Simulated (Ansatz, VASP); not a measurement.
## SnSe: VASP beside Ansatz

```
CELL_PARAMETERS angstrom
0.00000 3.09218 3.09218
3.09218 0.00000 3.09218
3.09218 3.09218 0.00000
ATOMIC_POSITIONS crystal
Sn 0.00000 0.00000 0.00000
Se 0.50000 0.50000 0.50000
```

Change from the starting cell: hydrostatic strain +3.0%.

Alike in both runs: task single point; functional r2SCAN; k mesh 8 × 8 × 8; occupations fermi-dirac, width 0.02 eV; non-collinear spin, spin-orbit coupling.

```csv
,VASP,Ansatz
version,VASP 6.6.1,Ansatz 0.2.0
potentials or method,"VASP PAW PBE potentials, release 64 (Sn_d, Se)","plane waves, PAW"
plane-wave cutoff (eV),520,500
valence electrons in the cell,20,30
```

|  | VASP | Ansatz | Ansatz less VASP |
| --- | --- | --- | --- |
| pressure (GPa) | -3.7 | -3.7 | -0.03 |

VASP's potentials were made for PBE, not for r2SCAN. VASP's potentials hold 20 valence electrons a cell and Ansatz's 30, so a difference there can come from the potentials and not from the codes.
